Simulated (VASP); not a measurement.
# Al (P6/mmm) in VASP: relaxation of cell and atoms with PBEsol

Aim: the relaxation of cell and atoms of Al with PBEsol.

All numbers are computed with VASP 6.6.1; they aren't measurements. Logs are shortened: lines on timing, memory, paths and dates and some standing lists are left out, and cuts for length are marked.

## Step 1: The cell of the first run

Symmetry: P6/mmm, No. 191, hexagonal system. Conventional cell: a = 2.765 Å, b = 2.765 Å, c = 2.766 Å, α = 90.00°, β = 90.00°, γ = 120.00°. Within 3.6 Å of Al (site symmetry 6/mmm) lie 8 Al at 2.76 to 2.77 Å.

This isn't the form of Al at room conditions, which is fcc.

## Step 2: Relaxation of cell and atoms, PBEsol

INCAR reads:

```
SYSTEM = Al
  ALGO = Normal
  EDIFF = 1E-6
  EDIFFG = -0.01
  ENCUT = 600
  GGA = PS
  IBRION = 2
  ISIF = 3
  ISMEAR = 0
  LASPH = .True.
  LCHARG = .False.
  LREAL = .False.
  LWAVE = .False.
  NELM = 100
  NSW = 100
  PREC = Accurate
  SIGMA = 0.1
```

KPOINTS reads:

```
k-points
0
Gamma
  24 24 20
  0 0 0
```

POSCAR reads:

```
Al
1.0
    2.7649226996      0.0000000000      0.0000000000
   -1.3824613498      2.3944932974      0.0000000000
    0.0000000000      0.0000000000      2.7658947251
Al
1
Direct
    0.0000000000      0.0000000000      0.0000000000
```

Potentials or basis: VASP PAW PBE potentials, release 64 (Al).

Launch:

```
> cat potpaw_PBE.64/Al/POTCAR > POTCAR
> mpirun -np 1 vasp_std > vasp.out
```

OUTCAR:

```text
SYSTEM = Al
   EDIFF = 1E-6
   EDIFFG = -0.01
   ENCUT = 600
   GGA = PS
   IBRION = 2
   ISIF = 3
   ISMEAR = 0
   LASPH = .True.
   LREAL = .False.
   NELM = 100
   NSW = 100
   PREC = Accurate

 ion  position               nearest neighbor table
   1  0.000  0.000  0.000-

  LATTYP: Found a hexagonal cell.
 ALAT       =     2.7649226996
 C/A-ratio  =     1.0003515561

  Lattice vectors:

 A1 = (   2.7649226996,   0.0000000000,   0.0000000000)
 A2 = (  -1.3824613498,   2.3944932974,   0.0000000000)
 A3 = (   0.0000000000,   0.0000000000,   2.7658947251)

Analysis of symmetry for initial positions (statically):
=====================================================================
 Subroutine PRICEL returns:
 Original cell was already a primitive cell.

 Routine SETGRP: Setting up the symmetry group for a
 hexagonal supercell.

 Subroutine GETGRP returns: Found 24 space group operations
 (whereof 24 operations were pure point group operations)
 out of a pool of 24 trial point group operations.

The static configuration has the point symmetry D_6h.

Analysis of symmetry for dynamics (positions and initial velocities):
=====================================================================
 Subroutine PRICEL returns:
 Original cell was already a primitive cell.

 Routine SETGRP: Setting up the symmetry group for a
 hexagonal supercell.

 Subroutine GETGRP returns: Found 24 space group operations
 (whereof 24 operations were pure point group operations)
 out of a pool of 24 trial point group operations.

The dynamic configuration has the point symmetry D_6h.

 Subroutine INISYM returns: Found 24 space group operations
 (whereof 24 operations are pure point group operations),
 and found     1 'primitive' translations

----------------------------------------------------------------------------------------

                                     Primitive cell

  volume of cell :      18.3119

  direct lattice vectors                    reciprocal lattice vectors
     2.764922700  0.000000000  0.000000000     0.361673764  0.208812445  0.000000000
    -1.382461350  2.394493297  0.000000000     0.000000000  0.417624890  0.000000000
     0.000000000  0.000000000  2.765894725     0.000000000  0.000000000  0.361546660

  length of vectors
     2.764922700  2.764922700  2.765894725     0.417624890  0.417624890  0.361546660

  position of ions in fractional coordinates (direct lattice)
     0.000000000  0.000000000  0.000000000

  ion indices of the primitive-cell ions
   primitive index   ion index
                 1           1

----------------------------------------------------------------------------------------

 KPOINTS: k-points

Automatic generation of k-mesh.
 Grid dimensions read from file:
 generate k-points for:   24   24   20

 Generating k-lattice:

  Cartesian coordinates                     Fractional coordinates (reciprocal lattice)
     0.015069740  0.008700519  0.000000000     0.041666667  0.000000000  0.000000000
     0.000000000  0.017401037  0.000000000     0.000000000  0.041666667  0.000000000
     0.000000000  0.000000000  0.018077333     0.000000000  0.000000000  0.050000000

  Length of vectors
     0.017401037  0.017401037  0.018077333

  Shift w.r.t. Gamma in fractional coordinates (k-lattice)
     0.000000000  0.000000000  0.000000000

 Subroutine IBZKPT returns following result:
 ===========================================

 Found    671 irreducible k-points:

 Following reciprocal coordinates:
            Coordinates               Weight
  0.000000  0.000000  0.000000      1.000000
  0.041667  0.000000  0.000000      6.000000
[... 41 lines left out ...]
   EDIFF  = 0.1E-05   stopping-criterion for ELM
   LREAL  =      F    real-space projection
   EDIFFG = -.1E-01   stopping-criterion for IOM
   NSW    =    100    number of steps for IOM
   IBRION =      2    ionic relax: 0-MD 1-quasi-New 2-CG
   NFREE  =      1    steps in history (QN), initial steepest desc. (CG)
   ISIF   =      3    stress and relaxation
   ISYM   =      2    0-nonsym 1-usesym 2-fastsym
   POTIM  = 0.5000    time-step for ionic-motion
   TEBEG  =    0.0;   TEEND  =   0.0 temperature during run
   PSTRESS=    0.0 pullay stress
   NELECT =       3.0000    total number of electrons
   NUPDOWN=      -1.0000    fix difference up-down
   EMIN   =  10.00;   EMAX   =-10.00  energy-range for DOS
   EFERMI =   0.00;   METHOD = LEGACY
   ISMEAR =     0;   SIGMA  =   0.10  broadening in eV -4-tet -1-fermi 0-gaus
   EFERMI_NEDOS =   21; number of points for ismear=-14 and -15
   IALGO  =     38    algorithm
   IMIX   =      4    mixing-type and parameters
     AMIX     =   0.40;   BMIX     =  1.00
     AMIX_MAG =   1.60;   BMIX_MAG =  1.00
  volume/ion in A,a.u.               =      18.31       123.57
  Fermi-wavevector in a.u.,A,eV,Ry     =   0.895786  1.692791 10.917769  0.802433
  Thomas-Fermi vector in A             =   2.018163
   LORBIT       =      0    0 simple, 1 ext, 2 COOP (PROOUT), +10 PAW based schemes
   GGA     = PS    functional components
   LHFCALC =     F    Hartree Fock is set to
   AEXX    =    0.0000 exact exchange contribution
   IVDW    =     0    specifies the selected vdW correction
   LEPSILON=     F    determine dielectric tensor
   LRPA    =     F    only Hartree local field effects (RPA)
 conjugate gradient relaxation of ions
 non-spin polarized calculation
 Gauss-broadening in eV      SIGMA  =   0.10
  energy-cutoff  :      600.00
  volume of cell :       18.31
 maximum number of plane-waves:       636
 NGX is ok and might be reduce to    24
   NGX = 11   NGY = 11   NGZ = 11

--------------------------------------- Ionic step        1  -------------------------------------------

 number of electron       3.0000000 magnetization

 Free energy of the ion-electron system (eV)
  ---------------------------------------------------
  ext. energy  EPLUGINS =         0.00000000
  ---------------------------------------------------
  free energy    TOTEN  =        -3.85562765 eV

  energy without entropy =       -3.85367493  energy(sigma->0) =       -3.85465129

------------------------ aborting loop because EDIFF is reached ----------------------------------------

  FORCE on cell =-STRESS in cart. coord.  units (eV):
  Direction    XX          YY          ZZ          XY          YZ          ZX
  --------------------------------------------------------------------------------------
  -------------------------------------------------------------------------------------
  Total       -0.0011075     -0.0011075      0.1116968      0.0000000     -0.0000000      0.0000000
  in kB       -0.0969014     -0.0969014      9.7728028      0.0000000     -0.0000000      0.0000000
  external PRESSURE =       3.1930000 kB  Pullay stress =       0.0000000 kB

 VOLUME and BASIS-vectors are now :
 -----------------------------------------------------------------------------
  energy-cutoff  :      600.00
  volume of cell :       18.31
      direct lattice vectors                 reciprocal lattice vectors
     2.764922700  0.000000000  0.000000000     0.361673764  0.208812445  0.000000000
    -1.382461350  2.394493297  0.000000000     0.000000000  0.417624890  0.000000000
     0.000000000  0.000000000  2.765894725     0.000000000  0.000000000  0.361546660

 POSITION                                       TOTAL-FORCE (eV/Angst)
 -----------------------------------------------------------------------------------
      0.00000      0.00000      0.00000         0.000000      0.000000      0.000000
 -----------------------------------------------------------------------------------
    total drift:                               -0.000000      0.000000      0.000000

  FREE ENERGIE OF THE ION-ELECTRON SYSTEM (eV)
  ---------------------------------------------------
  free  energy   TOTEN  =        -3.8556276484 eV

  energy  without entropy=       -3.8536749255  energy(sigma->0) =       -3.85465129

--------------------------------------- Ionic step        2  -------------------------------------------

 number of electron       3.0000000 magnetization

 Free energy of the ion-electron system (eV)
  ---------------------------------------------------
  ext. energy  EPLUGINS =         0.00000000
  ---------------------------------------------------
  free energy    TOTEN  =        -3.85594311 eV

  energy without entropy =       -3.85395282  energy(sigma->0) =       -3.85494796

 E-fermi :   6.6066     XC(G=0):  -9.8270

 val. band max:        6.6022098221   @ k =   0.1250   0.1250   0.3000
 cond. band min:       6.6072816905   @ k =   0.2917   0.0417   0.3500
 fundamental gap:      0.0050718684
 Fermi energy:         6.6065537617

 k-point     1 :       0.0000    0.0000    0.0000
  band No.  band energies     occupation
      1      -3.6309      2.00000
      2      14.0212      0.00000
      3      14.2569      0.00000
      4      19.6250      0.00000
      5      19.6250      0.00000
[... 177 lines left out ...]
 k-point    24 :       0.4583    0.0417    0.0000
  band No.  band energies     occupation
      1       2.1977      2.00000
      2       3.2328      2.00000
      3      13.0304      0.00000
      4      15.7126      0.00000
      5      19.2994      0.00000

 [... further k-points ...]

------------------------ aborting loop because EDIFF is reached ----------------------------------------

  FORCE on cell =-STRESS in cart. coord.  units (eV):
  Direction    XX          YY          ZZ          XY          YZ          ZX
  --------------------------------------------------------------------------------------
  -------------------------------------------------------------------------------------
  Total       -0.0073532     -0.0073532      0.0073490      0.0000000      0.0000000     -0.0000000
  in kB       -0.6399769     -0.6399769      0.6396184      0.0000000      0.0000000     -0.0000000
  external PRESSURE =      -0.2134451 kB  Pullay stress =       0.0000000 kB

 VOLUME and BASIS-vectors are now :
 -----------------------------------------------------------------------------
  energy-cutoff  :      600.00
  volume of cell :       18.41
      direct lattice vectors                 reciprocal lattice vectors
     2.764774971  0.000000000  0.000000000     0.361693089  0.208823602 -0.000000000
    -1.382387485  2.394365360 -0.000000000     0.000000000  0.417647205  0.000000000
     0.000000000 -0.000000000  2.780798890     0.000000000  0.000000000  0.359608889

 POSITION                                       TOTAL-FORCE (eV/Angst)
 -----------------------------------------------------------------------------------
      0.00000      0.00000      0.00000         0.000000     -0.000000      0.000000
 -----------------------------------------------------------------------------------
    total drift:                                0.000000      0.000000      0.000000

  FREE ENERGIE OF THE ION-ELECTRON SYSTEM (eV)
  ---------------------------------------------------
  free  energy   TOTEN  =        -3.8559431101 eV

  energy  without entropy=       -3.8539528156  energy(sigma->0) =       -3.85494796

 reached required accuracy - stopping structural energy minimisation
```

Run time: 37 s. Hardware: 1 thread of Intel Xeon 8259CL, shared host; peak memory 0.2 GiB.

What came out:

- Free energy: -3.8559 eV
- Relaxed volume: 18.41 Å³/atom
- Relaxed cell: a = 2.765 Å, b = 2.765 Å, c = 2.781 Å, α = 90.00°, β = 90.00°, γ = 120.00°
- Space group after relaxing (to 0.1 Å): P6/mmm (No. 191)
- Energy gained by relaxing: 0.3 meV/atom
- Ionic steps: 2
- Pressure after relaxing: 0.0 GPa
- Band gap on the k mesh: zero (an odd number of electrons rules out a gap without spin polarisation)

The path:
```csv
step,energy change (eV),largest force (eV/Å),pressure (GPa),volume (Å³)
1,0.0000,0.0000,0.32,18.31
2,-0.0003,0.0000,-0.02,18.41
```

Final structure:
```yaml
crystal:
  lattice:
    - [2.76477, 0.00000, 0.00000]
    - [-1.38239, 2.39437, 0.00000]
    - [0.00000, 0.00000, 2.78080]
  atoms:
    - { symbol: Al, position: [0.00000, 0.00000, 0.00000] }
```

Caveat: the PAW data sets were made with another functional, which shifts forces and pressure a little.
